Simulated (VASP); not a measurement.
Input of a VASP 6.6.1 run:

INCAR

```
SYSTEM = WSe2
PREC     = Accurate       ! precision mode
ENCUT    = 400            ! plane-wave cutoff, eV
EDIFF    = 1E-6           ! SCF threshold, eV
ISMEAR   = 0              ! smearing method
SIGMA    = 0.05           ! smearing width, eV
LREAL    = .FALSE.        ! projectors in reciprocal space
LASPH    = .TRUE.         ! aspherical terms in the spheres
NELM     = 120            ! most SCF steps
ALGO     = Normal         ! electronic algorithm
ISIF     = 2              ! what is computed and relaxed
LWAVE    = .FALSE.        ! write WAVECAR
LCHARG   = .TRUE.         ! write CHGCAR
LDIPOL   = .TRUE.       
IDIPOL   = 3            
DIPOL    = 0.5 0.5 0.500
GGA      = PS             ! functional
LELF     = .TRUE.         ! ELF
LVHAR    = .TRUE.       
LVACPOTAV= .TRUE.       
NBANDS   = 49             ! bands
GGA_COMPAT= .FALSE.      
NELMDL   = -8
```

File KPOINTS:

```
regular mesh
0
G
  2 2 1
  0 0 0
```

File POSCAR:

```
WSe2
1.0
    3.2711503897      0.0000000000      0.0000000000
   -1.6355751948      2.8328993370      0.0000000000
    0.0000000000      0.0000000000     31.5685077085
Se W
6 3
Direct
    0.6666666667      0.3333333333      0.2375785409
    0.6666666667      0.3333333333      0.3436284946
    0.3333333333      0.6666666667      0.4469750232
    0.3333333333      0.6666666667      0.5530249768
    0.6666666667      0.3333333333      0.6563715054
    0.6666666667      0.3333333333      0.7624214591
    0.3333333333      0.6666666667      0.2906035177
    0.6666666667      0.3333333333      0.5000000000
    0.3333333333      0.6666666667      0.7093964823
```

Potentials or basis: VASP PAW PBE potentials, release 64 (Se, W_sv).

Run with:

```bash
$ cat potpaw_PBE.64/Se/POTCAR potpaw_PBE.64/W_sv/POTCAR > POTCAR
$ mpirun -np 1 vasp_std > vasp.out
```

Q: Estimate the band gap on the k mesh.

A: 2.18 eV, indirect (least direct gap 2.81 eV).

Q: What does it give for the largest force?

A: 0.315 eV/Å.

Forces in eV/Å, atoms in the order of the input:
```
Se   0.000  0.000 -0.315
Se   0.000  0.000  0.293
Se   0.000  0.000 -0.284
Se   0.000  0.000  0.284
Se   0.000  0.000 -0.293
Se   0.000  0.000  0.315
W    0.000  0.000 -0.091
W    0.000  0.000  0.000
W    0.000  0.000  0.091
```

Caveat: the k points lie up to 1.11 Å⁻¹ apart; the PAW data sets were made with another functional, which shifts forces and pressure a little; spin-orbit coupling is left out, which moves the levels of the heavy elements.
